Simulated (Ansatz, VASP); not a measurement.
# BeS: VASP beside Ansatz

INCAR

```
SYSTEM = BeS
ALGO = Normal
EDIFF = 1E-7
ENCUT = 520
GGA = CA
ISIF = 2
ISMEAR = -1
LASPH = .True.
LCHARG = .True.
LELF = .True.
LREAL = .False.
LVHAR = .True.
LWAVE = .False.
NBANDS = 11
NELM = 80
PREC = Accurate
SIGMA = 0.05
```

The input KPOINTS:

```
k-points
0
Gamma
  9 9 9
  0 0 0
```

POSCAR

```
BeS
1.0
    0.0000000000      2.4087243418      2.4087243418
    2.4087243418      0.0000000000      2.4087243418
    2.4087243418      2.4087243418      0.0000000000
S Be
1 1
Direct
    0.7500000000      0.7500000000      0.7500000000
    0.0000000000      0.0000000000      0.0000000000
```

Contents of input.yaml:

```yaml
crystal:
  lattice:
    - [0.0, 2.4087243418, 2.4087243418]
    - [2.4087243418, 0.0, 2.4087243418]
    - [2.4087243418, 2.4087243418, 0.0]
  atoms:
    - { symbol: S, position: [0.75, 0.75, 0.75] }
    - { symbol: Be, position: [0.0, 0.0, 0.0] }
kpoints:
  mp_grid: { grid: [9, 9, 9] }
scf:
  occupations: { method: fermi_dirac, width: 0.05 }
hamiltonian:
  xc: lda
  pseudopotentials: { kind: all_electron, lapw: { basis_error: 0.001 } }
output:
  forces: true
  stress: true
  eigenvalues: true
```

Change from the starting cell: volume scaled by 0.98.

Alike in both runs: task single point; functional LDA; k mesh 9 × 9 × 9; occupations fermi-dirac, width 0.05 eV; no spin polarisation.

|  | VASP | Ansatz |
| --- | --- | --- |
| version | VASP 6.6.1 | Ansatz 0.2.0 |
| potentials or method | VASP PAW LDA potentials, release 64 (S, Be), cutoff 520 eV | all-electron LAPW, scalar-relativistic |

```csv
,VASP,Ansatz,Ansatz less VASP
gap on the k mesh at the Fermi level (eV),2.96,2.95,-0.006
least direct gap on the mesh (eV),5.53,5.51,-0.025
pressure (GPa),-1.3,-1.3,-0.06
```

LDA's correlation is that of Perdew and Zunger in VASP and of Perdew and Wang (1992) in Ansatz. Ansatz ran all-electron here, and VASP with PAW potentials.
